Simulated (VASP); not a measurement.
Input of a VASP 6.6.1 run:

The input INCAR:

```
SYSTEM = Se
PREC = Accurate
ENCUT = 520
EDIFF = 1E-6
ISMEAR = -1
SIGMA = 0.08
LREAL = .FALSE.
LASPH = .TRUE.
NELM = 80
ALGO = Normal
ISIF = 2
LWAVE = .FALSE.
LCHARG = .FALSE.
NBANDS = 13
```

Contents of KPOINTS:

```
regular mesh
0
G
  11 11 11
  0 0 0
```

File POSCAR:

```
Se
1.0
    0.0000000000      2.3636033801      2.3636033801
    2.3636033801      0.0000000000      2.3636033801
    2.3636033801      2.3636033801      0.0000000000
Se
2
Direct
   -0.1250000000     -0.1250000000     -0.1250000000
    0.1250000000      0.1250000000      0.1250000000
```

Potentials or basis: VASP PAW LDA potentials, release 64 (Se).

Command:

```bash
$ cat potpaw_LDA.64/Se/POTCAR > POTCAR
$ mpirun -np 1 vasp_std > vasp.out
```

Estimate the pressure.

180.0 GPa.

Predict the band gap on the k mesh.

zero (band 6 reaches 14.86 eV, above the bottom of band 7 at 10.42 eV).
